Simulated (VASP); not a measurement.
ReSb2:

```
Re Sb
1.0
     3.31539    0.00000    0.00000
    -1.65770    2.87122    0.00000
     0.00000    0.00000    9.29865
Re Sb
1 2
Direct
  0.00000 0.00000 0.00000
  0.33333 0.66667 0.21737
  0.66667 0.33333 0.78263
```

- Program: VASP 6.6.1
- Task: relaxation of shape and atoms at fixed volume
- Functional: PBE
- Potentials or basis: VASP PAW PBE potentials, release 64 (Re, Sb)
- Cutoff: 600 eV
- k mesh: 12 × 12 × 4
- Occupations: gaussian, width 0.05 eV
- Spin: no spin polarisation

At the start: pressure -2.6 GPa; volume 29.51 Å³/atom.

Task: Where does the relaxation end?

Result: Over 12 steps the energy falls by 7.0 meV/atom; space group P-3m1 (No. 164, to 0.1 Å) before and after.

Step by step:
| step | energy change (eV) | largest force (eV/Å) | pressure (GPa) | volume (Å³) |
| --- | --- | --- | --- | --- |
| 1 | 0.0000 | 0.3857 | -2.62 | 88.52 |
| 2 | -0.0100 | 0.1730 | -1.66 | 88.52 |
| 3 | -0.0113 | 0.0857 | -0.31 | 88.52 |
| 4 | -0.0124 | 0.0494 | -0.92 | 88.52 |
| 5 | -0.0125 | 0.0333 | -0.83 | 88.52 |
| 6 | -0.0149 | 0.0167 | -0.71 | 88.52 |
| 7 | -0.0204 | 0.0022 | -0.30 | 88.52 |
| 8 | -0.0042 | 0.1528 | 0.69 | 88.52 |
| 9 | -0.0208 | 0.0132 | -0.15 | 88.52 |
| 10 | -0.0208 | 0.0161 | -0.13 | 88.52 |
| 11 | -0.0208 | 0.0168 | -0.03 | 88.52 |
| 12 | -0.0209 | 0.0019 | -0.07 | 88.52 |

Final structure:
```yaml
crystal:
  lattice:
    - [3.28279, 0.00000, 0.00000]
    - [-1.64140, 2.84298, 0.00000]
    - [0.00000, 0.00000, 9.48426]
  atoms:
    - { symbol: Re, position: [0.00000, 0.00000, 0.00000] }
    - { symbol: Sb, position: [0.33333, 0.66667, 0.21114] }
    - { symbol: Sb, position: [0.66667, 0.33333, 0.78886] }
```

Caveat: an odd number of electrons without spin polarisation forces a metal; a magnetic or distorted state may lie lower.
